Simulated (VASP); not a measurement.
Crystal: Li.

```
Li
1.0
    -1.75465    1.75465    1.75465
     1.75465   -1.75465    1.75465
     1.75465    1.75465   -1.75465
Li
1
Direct
  0.00000 0.00000 0.00000
```

* Program: VASP 6.6.1
* Task: relaxation of cell and atoms
* Functional: BLYP
* Potentials or basis: VASP PAW PBE potentials, release 64 (Li_sv)
* Cutoff: 600 eV
* k mesh: 13 × 13 × 13
* Occupations: fermi-dirac, width 0.1 eV
* Spin: no spin polarisation

At the start: pressure -1.0 GPa; volume 21.61 Å³/atom.

How do energy, volume and symmetry change on relaxing?

Over 3 steps the energy falls by 5.5 meV/atom and the volume is 19.99 Å³/atom (-7.5 %); space group Im-3m (No. 229, to 0.05 Å).

The path:
| step | energy change (eV) | largest force (eV/Å) | pressure (GPa) | volume (Å³) |
| --- | --- | --- | --- | --- |
| 1 | 0.0000 | 0.0000 | -0.98 | 21.61 |
| 2 | -0.0022 | 0.0000 | -0.79 | 21.20 |
| 3 | -0.0055 | 0.0000 | -0.08 | 19.99 |

Final structure:
```
Li
1.0
    -1.70973    1.70973    1.70973
     1.70973   -1.70973    1.70973
     1.70973    1.70973   -1.70973
Li
1
Direct
  0.00000 0.00000 0.00000
```

Caveat: the cutoff is under 1.25 times the usual one of these potentials, so pressure, stress and relaxed cells hold a basis-set (Pulay) error; the PAW data sets were made with another functional, which shifts forces and pressure a little.
